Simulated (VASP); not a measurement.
Input of a VASP 6.6.1 run:

The input POSCAR:

```
AlP
1.0
    0.0000000000      2.7392607939      2.7392607939
    2.7392607939      0.0000000000      2.7392607939
    2.7392607939      2.7392607939      0.0000000000
Al P
1 1
Direct
    0.0000000000      0.0000000000      0.0000000000
    0.2500000000      0.2500000000      0.2500000000
```

File INCAR.step1:

```
SYSTEM = AlP
PREC = Accurate
ENCUT = 400
EDIFF = 1E-5
ISMEAR = 0
SIGMA = 0.01
LREAL = .False.
LASPH = .True.
NELM = 120
ALGO = Normal
ISIF = 2
LWAVE = .True.
NBANDS = 11
GGA = PE
GGA_COMPAT = .False.
```

The input INCAR.step2:

```
SYSTEM = AlP
PREC = Accurate
ENCUT = 400
EDIFF = 1E-6
ISMEAR = 0
SIGMA = 0.01
LREAL = .False.
LASPH = .True.
NELM = 120
ALGO = Normal
ISIF = 2
LWAVE = .False.
LCHARG = .True.
GGA = PE
LHFCALC = .True.
AEXX = 1.0
HFSCREEN = 0.1
PRECFOCK = Normal
LELF = .True.
LVHAR = .True.
NBANDS = 11
ISTART = 1
ALDAC = 1.0
AGGAC = 1.0
GGA_COMPAT = .False.
```

The input KPOINTS:

```
Automatic mesh
0
Gamma
  4 4 4
  0 0 0
```

Potentials or basis: VASP PAW PBE potentials, release 64 (Al, P).

Run with:

```console
$ cat potpaw_PBE.64/Al/POTCAR potpaw_PBE.64/P/POTCAR > POTCAR
$ cp INCAR.step1 INCAR
$ mpirun -np 1 vasp_std > vasp.out
$ cp INCAR.step2 INCAR
$ mpirun -np 1 vasp_std > vasp.out
```

(1) What does it give for the pressure?

(2) Estimate the band gap on the k mesh.

Answers

(1) -5.0 GPa.

(2) 6.08 eV (least direct gap 7.40 eV).

Caveat: the k points lie up to 0.50 Å⁻¹ apart; the PAW data sets were made with another functional, which shifts forces and pressure a little.
